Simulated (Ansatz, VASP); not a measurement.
**One calculation of NaI, two programs**

```
Na I
1.0
    -0.01600    3.19225    3.19225
     3.19225   -0.01600    3.19225
     3.19225    3.19225   -0.01600
Na I
1 1
Cartesian
  0.0000 0.0000 0.0000
  3.1842 3.1842 3.1842
```

Change from the starting cell: equal xy, yz and zx engineering shears of -0.5 %.

Alike in both runs: functional PBEsol; k mesh 8 × 8 × 8; no spin polarisation.

Ansatz relaxed the structure, and its values are those at the end. VASP's run is a single point on that final structure, the one shown.

|  | VASP | Ansatz |
| --- | --- | --- |
| version | VASP 6.6.1 | Ansatz 0.2.0 |
| potentials or method | VASP PAW PBE potentials, release 64 (Na_pv, I), cutoff 520 eV | all-electron LAPW, scalar-relativistic |
| occupations | gaussian, width 0.01 eV | fixed |

|  | VASP | Ansatz | Ansatz less VASP |
| --- | --- | --- | --- |
| gap on the k mesh at the Fermi level (eV) | 3.57 | 3.57 | +0.004 |
| pressure (GPa) | 0.1 | 0.0 | -0.03 |

VASP's potentials were made for PBE, not for PBEsol. Ansatz ran all-electron here, and VASP with PAW potentials.

Neither program's run includes spin-orbit coupling.
